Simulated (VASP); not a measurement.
Here is a VASP 6.6.1 calculation.

INCAR

```
PREC     = Accurate       # precision mode
ENCUT    = 520            # plane-wave cutoff, eV
EDIFF    = 1E-6           # SCF threshold, eV
ISMEAR   = -1             # smearing method
SIGMA    = 0.08           # smearing width, eV
LREAL    = F              # projectors in reciprocal space
LASPH    = T              # aspherical terms in the spheres
NELM     = 80             # most SCF steps
ALGO     = Normal         # electronic algorithm
ISIF     = 2              # what is computed and relaxed
LWAVE    = F              # write WAVECAR
LCHARG   = F              # write CHGCAR
GGA      = PS             # functional
NBANDS   = 28             # bands
```

Contents of KPOINTS:

```
regular mesh
0
Gamma
  7 7 7
```

The input POSCAR:

```
BaTiO3
1.0
    4.0397980000      0.0000000000      0.0000000000
    0.0000000000      4.0397980000      0.0000000000
    0.0000000000      0.0000000000      4.0180000000
Ba Ti O
1 1 3
Direct
    0.0000000000      0.0000000000      0.0000000000
    0.5000000000      0.5000000000      0.4820000000
    0.5000000000      0.5000000000      0.0160000000
    0.5000000000      0.0000000000      0.5150000000
    0.0000000000      0.5000000000      0.5150000000
```

Potentials or basis: VASP PAW PBE potentials, release 64 (Ba_sv, Ti_sv, O).

Command:

```bash
$ cat potpaw_PBE.64/Ba_sv/POTCAR potpaw_PBE.64/Ti_sv/POTCAR potpaw_PBE.64/O/POTCAR > POTCAR
$ mpirun -np 1 vasp_std > vasp.out
```

Q: Predict the pressure.

A: -4.9 GPa.

Q: Predict the band gap on the k mesh.

A: 1.79 eV, indirect (least direct gap 2.02 eV).

Q: Predict the largest force.

A: 0.408 eV/Å.

Stress tensor (GPa, compression positive):
```
-6.02  0.00  0.00
 0.00 -6.02  0.00
 0.00  0.00 -2.77
```

Caveat: the cell differs from its parent crystal (equal xx and yy strain of +1 %); the PAW data sets were made with another functional, which shifts forces and pressure a little; spin-orbit coupling is left out, which moves the levels of the heavy elements. A k mesh can miss the band edges.
